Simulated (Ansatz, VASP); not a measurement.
**One calculation of Ti, two programs**

File POSCAR:

```
Ti
1.0
   -1.6258948707      1.6258948707      1.6665422425
    1.6258948707     -1.6258948707      1.6665422425
    1.6258948707      1.6258948707     -1.6665422425
Ti
1
Direct
    0.0000000000      0.0000000000      0.0000000000
```

Contents of INCAR.step1:

```
  ALGO = Normal
  EDIFF = 1E-4
  ENCUT = 520
  GGA = PE
  ISMEAR = 0
  LASPH = T
  LCHARG = F
  LREAL = F
  LWAVE = T
  NBANDS = 12
  NELM = 100
  PREC = Accurate
  SIGMA = 0.15
```

Contents of INCAR.step2:

```
  ALGO = Normal
  EDIFF = 1E-6
  ENCUT = 520
  ISIF = 2
  ISMEAR = 0
  ISTART = 1
  LASPH = T
  LCHARG = F
  LMIXTAU = T
  LREAL = F
  LWAVE = F
  METAGGA = R2SCAN
  NBANDS = 12
  NELM = 100
  PREC = Accurate
  SIGMA = 0.15
```

The input KPOINTS:

```
k-points
0
Gamma
  26 26 26
```

Input for Ansatz:

```yaml
crystal:
  lattice:
    - [-1.6258948707, 1.6258948707, 1.6665422425]
    - [1.6258948707, -1.6258948707, 1.6665422425]
    - [1.6258948707, 1.6258948707, -1.6665422425]
  atoms:
    - { symbol: Ti, position: [0.0, 0.0, 0.0] }
basis:
  ecutwfc: 500
kpoints:
  mp_grid: { grid: [26, 26, 26] }
hamiltonian:
  xc: r2scan
scf:
  occupations: { method: gaussian, width: 0.15 }
output:
  forces: true
  stress: true
  eigenvalues: true
```

Change from the starting cell: strain +0.000 along x and y, +0.025 along z, atoms carried along.

Alike in both runs: task single point; functional r2SCAN; k mesh 26 × 26 × 26; occupations gaussian, width 0.15 eV; no spin polarisation.

|  | VASP | Ansatz |
| --- | --- | --- |
| version | VASP 6.6.1 | Ansatz 0.2.0 |
| potentials or method | VASP PAW PBE potentials, release 64 (Ti_sv), cutoff 520 eV | scalar-relativistic, plane waves, PAW |
| valence electrons in the cell | 12 | 12 |

Ansatz gave:

```
gap on the k mesh at the Fermi level (eV)                     : none
pressure (GPa)                                                : -2.5
traceless stress, the component that is largest in VASP (GPa) : 0.61
```

**Question.** Which values does VASP return?

**Answer.** gap on the k mesh at the Fermi level (eV): none; pressure (GPa): -2.2; traceless stress, the component that is largest in VASP (GPa): 0.61.

VASP's potentials were made for PBE, not for r2SCAN. A gap of «none» marks a metal or a gap that the smearing closes. With one functional, cell and mesh, what is left measures potentials, basis and numerics.
